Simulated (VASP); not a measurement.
Cd, 1 atom in the cell. The structure is hexagonal, space group P6/mmm (No. 191). The conventional cell has a = 2.677 Å, b = 2.677 Å, c = 2.661 Å, α = 90.00°, β = 90.00°, γ = 120.00°. Cd (site symmetry 6/mmm) has 8 Cd at 2.66 to 2.68 Å within 3.5 Å. This isn't the form of Cd at room conditions, which is hcp.

* Program: VASP 6.6.1
* Task: single point
* Functional: PBE
* Potentials or basis: VASP PAW PBE potentials, release 64 (Cd)
* Cutoff: 520 eV
* k mesh: 16 × 16 × 15
* Occupations: fermi-dirac, width 0.1 eV
* Spin: no spin polarisation
* Dipole correction: no
* Further INCAR settings: ALGO = Normal; EDIFF = 1e-06; NBANDS = 12

Potentials or basis: VASP PAW PBE potentials, release 64 (Cd).

Run with:

```console
$ cat potpaw_PBE.64/Cd/POTCAR > POTCAR
$ mpirun -np 1 vasp_std > vasp.out
```

Hardware: 1 thread of Intel Xeon 8259CL (shared host).

Task: How long does it take, and how much memory?

Result: Run time: 32 s on 1 thread of Intel Xeon 8259CL (shared host), peak memory 0.16 GiB. Counts: scf iterations 11, k points 240.
